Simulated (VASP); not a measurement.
Crystal: Pd.

```
Pd
1.0
     0.00000    1.94490    1.94490
     1.94490    0.00000    1.94490
     1.94490    1.94490    0.00000
Pd
1
Cartesian
  0.0000 0.0000 0.0000
```

```yaml
Program: VASP 6.6.1
Task: relaxation of cell and atoms
Functional: r2SCAN
Potentials_or_basis: VASP PAW PBE potentials, release 64 (Pd)
Cutoff: 600 eV
k_mesh: 14 × 14 × 14
Occupations: fermi-dirac, width 0.1 eV
Spin: no spin polarisation
```

At the start: pressure 4.0 GPa; volume 14.71 Å³/atom.

How do energy, volume and symmetry change on relaxing?

Over 3 steps the energy falls by 3.7 meV/atom and the volume is 15.02 Å³/atom (+2.1 %); space group Fm-3m (No. 225, to 0.05 Å).

Step by step:
```tsv
step	energy change (eV)	largest force (eV/Å)	pressure (GPa)	volume (Å³)
1	0.0000	0.0000	3.99	14.71
2	0.0049	0.0000	-5.43	15.51
3	-0.0037	0.0000	0.06	15.02
```

Final structure:
```cif
data_structure
_symmetry_space_group_name_H-M 'P 1'
_symmetry_Int_Tables_number 1
_cell_length_a 2.7694
_cell_length_b 2.7694
_cell_length_c 2.7694
_cell_angle_alpha 60.000
_cell_angle_beta 60.000
_cell_angle_gamma 60.000
_cell_volume 15.02
loop_
_atom_site_label
_atom_site_type_symbol
_atom_site_fract_x
_atom_site_fract_y
_atom_site_fract_z
_atom_site_occupancy
Pd1 Pd 0.00000 0.00000 0.00000 1
```

Caveat: the PAW data sets were made with another functional, which shifts forces and pressure a little.
